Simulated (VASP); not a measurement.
Input of a VASP 6.6.1 run:

The input INCAR:

```
ALGO = Normal
DIPOL = 0.5 0.5 0.468
EDIFF = 1E-6
ENCUT = 520
GGA = PE
IDIPOL = 3
ISIF = 2
ISMEAR = 0
IVDW = 12
KPAR = 4
LASPH = True
LCHARG = False
LDIPOL = True
LREAL = Auto
LWAVE = False
NBANDS = 138
NELM = 60
PREC = Accurate
SIGMA = 0.1
```

The input KPOINTS:

```
k-points
0
Gamma
  5 4 1
```

Contents of POSCAR:

```
HPt24
1.0
    5.5558884578      0.0000000000      0.0000000000
    0.0000000000      7.8572128081      0.0000000000
    0.0000000000      0.0000000000     25.9448605723
Pt H
24 1
Direct
    0.2500000000      0.2500000000      0.3276178716
    0.2500000000      0.7500000000      0.3276178716
    0.7500000000      0.2500000000      0.3276178716
    0.7500000000      0.7500000000      0.3276178716
    0.5000000000      0.5000000000      0.3811534113
    0.5000000000      0.0000000000      0.3811534113
    0.0000000000      0.5000000000      0.3811534113
    0.0000000000      0.0000000000      0.3811534113
    0.7500000000      0.7500000000      0.4346889511
    0.7500000000      0.2500000000      0.4346889511
    0.2500000000      0.7500000000      0.4346889511
    0.2500000000      0.2500000000      0.4346889511
   -0.0000082140      0.0004145811      0.4880168527
   -0.0000082140      0.4995854189      0.4880168527
    0.5000082140      0.0004145811      0.4880168527
    0.5000082140      0.4995854189      0.4880168527
    0.2500000000      0.2500000000      0.5466827554
    0.2500000000      0.7500000000      0.5446765097
    0.7500000000      0.2500000000      0.5453229974
    0.7500000000      0.7500000000      0.5444486120
    0.5032915419      0.5048712574      0.5932345299
    0.5032915419     -0.0048712574      0.5932345299
   -0.0032915419      0.5048712574      0.5932345299
   -0.0032915419     -0.0048712574      0.5932345299
    0.2500000000      0.2500000000      0.6091177808
```

Potentials or basis: VASP PAW PBE potentials, release 64 (Pt, H).

Launch:

```sh
$ cat potpaw_PBE.64/Pt/POTCAR potpaw_PBE.64/H/POTCAR > POTCAR
$ mpirun -np 4 vasp_std > vasp.out
```

Predict the largest force.

0.824 eV/Å.

Estimate the band gap on the k mesh.

zero (an odd number of electrons rules out a gap without spin polarisation).

What does it give for the dispersion energy per atom?

-0.535 eV.

Forces in eV/Å, atoms in the order of the input:
```
Pt   0.000  0.000  0.513
Pt   0.000  0.000  0.597
Pt   0.000  0.000  0.599
Pt   0.000  0.000  0.610
Pt  -0.002 -0.012 -0.824
Pt  -0.002  0.012 -0.824
Pt   0.002 -0.012 -0.824
Pt   0.002  0.012 -0.824
Pt   0.000  0.000  0.103
Pt   0.000  0.000  0.259
Pt   0.000  0.000  0.223
Pt   0.000  0.000  0.511
Pt   0.001  0.001  0.005
Pt   0.001 -0.001  0.005
Pt  -0.001  0.001  0.005
Pt  -0.001 -0.001  0.005
Pt   0.000  0.000 -0.039
Pt   0.000  0.000 -0.007
Pt   0.000  0.000 -0.007
Pt   0.000  0.000 -0.006
Pt  -0.001 -0.001 -0.030
Pt  -0.001  0.001 -0.030
Pt   0.001 -0.001 -0.030
Pt   0.001  0.001 -0.030
H    0.000  0.000  0.037
```

Caveat: spin-orbit coupling is left out, which moves the levels of the heavy elements.
